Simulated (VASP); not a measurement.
Wanted: the native input for a VASP 6.6.1 run.

```
Task                   : single point
Functional             : PBE
Potentials or basis    : VASP PAW PBE potentials, release 64 (Li_sv, Ti_sv, O)
Cutoff                 : 520 eV
k mesh                 : 5 × 5 × 5
Occupations            : gaussian, width 0.15 eV
Spin                   : collinear spin
Starting moments       : [0.0, 0.0, 1.0, 0.0, 0.0] μB
Dipole correction      : no
Further INCAR settings : ALGO = Normal; EDIFF = 1e-06; NBANDS = 27
```

The structure of Li2TiO2 lies in POSCAR:

```
Li2TiO2
1.0
   -1.4584694158      1.8941295218      4.7227296224
    1.4584694158     -1.8941295218      4.7227296224
    1.4584694158      1.8941295218     -4.7227296224
Li Ti O
2 1 2
Direct
    0.2983317360      0.2983317360      0.0000000000
    0.7016682640      0.7016682640      0.0000000000
    0.0000000000      0.0000000000      0.0000000000
    0.8544424559      0.3544424559      0.5000000000
    0.1455575441      0.6455575441      0.5000000000
```

One way to write it, as run:

INCAR

```
SYSTEM = Li2TiO2
ALGO = Normal
EDIFF = 1E-6
ENCUT = 520
GGA = PE
ISIF = 2
ISMEAR = 0
ISPIN = 2
LASPH = .TRUE.
LCHARG = .TRUE.
LELF = .TRUE.
LMAXMIX = 4
LORBIT = 11
LREAL = .FALSE.
LVHAR = .TRUE.
LWAVE = .FALSE.
MAGMOM = 0 0 1 0 0
NBANDS = 27
NELM = 150
PREC = Accurate
SIGMA = 0.15
```

KPOINTS

```
k-points
0
G
  5 5 5
  0 0 0
```

Potentials or basis: VASP PAW PBE potentials, release 64 (Li_sv, Ti_sv, O).

Command:

```sh
$ cat potpaw_PBE.64/Li_sv/POTCAR potpaw_PBE.64/Ti_sv/POTCAR potpaw_PBE.64/O/POTCAR > POTCAR
$ mpirun -np 1 vasp_std > vasp.out
```

It gave:

| Item | Value |
| --- | --- |
| Largest force | 0.030 eV/Å |
| Band gap on the k mesh | zero (filled and empty bands overlap) |
| Net moment | 0.02 μB per cell |
| Valence electrons inside the program's atomic spheres | Li 2.10; Ti 10.26; O 5.06 |

Caveat: the k points lie up to 0.45 Å⁻¹ apart.

Run time: 3.1 min on 1 thread of Intel(R) Xeon(R) Platinum 8375C CPU @ 2.90GHz (Ice Lake), on a shared host, peak memory 0.31 GiB.
